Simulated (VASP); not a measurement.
A run of VASP 6.6.1 is set up as follows.

File INCAR:

```
PREC = Accurate
ENCUT = 520
EDIFF = 1E-7
ISMEAR = -1
SIGMA = 0.15
LREAL = F
LASPH = T
NELM = 60
ALGO = Normal
ISIF = 2
LWAVE = F
LCHARG = F
NBANDS = 12
```

File KPOINTS:

```
Automatic mesh
0
Gamma
  8 8 8
```

The input POSCAR:

```
Tl
1.0
   -2.0763260000      2.0763260000      3.7577410000
    2.0763260000     -2.0763260000      3.7577410000
    2.0763260000      2.0763260000     -3.7577410000
Tl
1
Direct
    0.0000000000      0.0000000000      0.0000000000
```

Potentials or basis: VASP PAW LDA potentials, release 64 (Tl_d).

The run is started by

```sh
$ cat potpaw_LDA.64/Tl_d/POTCAR > POTCAR
$ mpirun -np 1 vasp_std > vasp.out
```

(1) What does it give for the pressure?

Results:

(1) -3.7 GPa.
